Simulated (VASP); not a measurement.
Here is a VASP 6.6.1 calculation.

The input INCAR:

```
  PREC = Accurate
  ENCUT = 520
  EDIFF = 1E-6
  ISMEAR = -1
  SIGMA = 0.02
  LREAL = F
  LASPH = T
  NELM = 80
  ALGO = Normal
  ISIF = 2
  LWAVE = F
  LCHARG = F
  GGA = PS
  NBANDS = 28
```

KPOINTS

```
regular mesh
0
Gamma
  10 6 8
```

File POSCAR:

```
SnO
1.0
    3.3211137435      0.0000000000      0.0000000000
    0.0000000000      5.6167858994      0.0000000000
    0.0000000000      0.0000000000      4.1793209225
Sn O
2 2
Direct
    0.5000000000      0.7680910000      0.0131440000
    0.0000000000      0.2319090000      0.5131440000
    0.5000000000      0.1087500000      0.2368570000
    0.0000000000      0.8912500000      0.7368570000
```

Potentials or basis: VASP PAW PBE potentials, release 64 (Sn_d, O).

Command:

```console
$ cat potpaw_PBE.64/Sn_d/POTCAR potpaw_PBE.64/O/POTCAR > POTCAR
$ mpirun -np 1 vasp_std > vasp.out
```

Task: What does it give for the band gap on the k mesh?

Result: 1.25 eV (least direct gap 1.87 eV).

Task: Estimate the largest force.

Result: 0.099 eV/Å.

Task: Predict the pressure.

Result: -0.6 GPa.

Forces on the atoms (eV/Å):
```
Sn   0.000 -0.077  0.031
Sn   0.000  0.077  0.031
O    0.000 -0.094 -0.031
O    0.000  0.094 -0.031
```

Caveat: the PAW data sets were made with another functional, which shifts forces and pressure a little; spin-orbit coupling is left out, which moves the levels of the heavy elements. A k mesh can miss the band edges.
